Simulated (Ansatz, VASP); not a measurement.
ZnCu in VASP and in Ansatz

```
Zn Cu
1.0
     3.01863    0.00000    0.00000
     0.00000    2.87138    0.00000
     0.00000    0.00000    2.94500
Zn Cu
1 1
Direct
  0.50000 0.50000 0.50000
  0.00000 0.00000 0.00000
```

Change from the starting cell: strain +0.0250 x Voigt [1, -1, 0, 0, 0, 0], atoms carried along.

Alike in both runs: task single point; functional PBEsol; k mesh 16 × 16 × 16; occupations gaussian, width 0.15 eV; no spin polarisation.

|  | VASP | Ansatz |
| --- | --- | --- |
| version | VASP 6.6.1 | Ansatz 0.2.0 |
| potentials or method | VASP PAW PBE potentials, release 64 (Zn, Cu), cutoff 520 eV | scalar-relativistic, plane waves, PAW |
| valence electrons in the cell | 23 | 31 |

|  | VASP | Ansatz | Ansatz less VASP |
| --- | --- | --- | --- |
| gap on the k mesh at the Fermi level (eV) | none | none | - |
| pressure (GPa) | -3.7 | -4.6 | -0.95 |
| traceless stress, the component that is largest in VASP (GPa) | -0.19 | -0.17 | +0.019 |

VASP's potentials were made for PBE, not for PBEsol. A gap of «none» marks a metal or a gap that the smearing closes. VASP's potentials hold 23 valence electrons a cell and Ansatz's 31, so a difference there can come from the potentials and not from the codes.
